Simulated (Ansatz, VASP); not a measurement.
One calculation of Rh, two programs

File INCAR:

```
ALGO = Fast
EDIFF = 1E-6
ENCUT = 520
GGA = PE
ISIF = 2
ISMEAR = 0
LASPH = T
LCHARG = F
LREAL = F
LWAVE = F
NBANDS = 22
NELM = 100
PREC = Accurate
SIGMA = 0.15
```

The input KPOINTS:

```
k-points
0
Gamma
  21 21 12
```

Contents of POSCAR:

```
Rh
1.0
    2.6937920528      0.0000000000      0.0000000000
   -1.3468960264      2.3328923502      0.0000000000
    0.0000000000      0.0000000000      4.8905794719
Rh
2
Direct
    0.6666666667      0.3333333333      0.7500000000
    0.3333333333      0.6666666667      0.2500000000
```

Input for Ansatz:

```yaml
crystal:
  lattice:
    - [2.6937920528, 0.0, 0.0]
    - [-1.3468960264, 2.3328923502, 0.0]
    - [0.0, 0.0, 4.8905794719]
  atoms:
    - { symbol: Rh, position: [0.6666666667, 0.3333333333, 0.75] }
    - { symbol: Rh, position: [0.3333333333, 0.6666666667, 0.25] }
basis:
  ecutwfc: 420
kpoints:
  mp_grid: { grid: [21, 21, 12] }
hamiltonian:
  xc: pbe
  pseudopotentials: { kind: paw, azcp: { folder: soft_1 } }
scf:
  occupations: { method: gaussian, width: 0.15 }
output:
  forces: true
  stress: true
  eigenvalues: true
```

Alike in both runs: task single point; functional PBE; k mesh 21 × 21 × 12; occupations gaussian, width 0.15 eV; no spin polarisation.

|  | VASP | Ansatz |
| --- | --- | --- |
| version | VASP 6.6.1 | Ansatz 0.2.0 |
| potentials or method | VASP PAW PBE potentials, release 64 (Rh_pv), cutoff 520 eV | scalar-relativistic, plane waves, PAW |
| valence electrons in the cell | 30 | 34 |

Ansatz gave:

```
gap on the k mesh at the Fermi level (eV)                     : none
pressure (GPa)                                                : -14.5
traceless stress, the component that is largest in VASP (GPa) : -14.42
```

Q: What did VASP give for the same quantities?

A: gap on the k mesh at the Fermi level (eV): none; pressure (GPa): -14.4; traceless stress, the component that is largest in VASP (GPa): -14.43.

A gap of «none» marks a metal or a gap that the smearing closes. The functional is the same, so the differences come from potentials, cutoffs and numerics. VASP's potentials hold 30 valence electrons a cell and Ansatz's 34, so a difference there can come from the potentials and not from the codes.
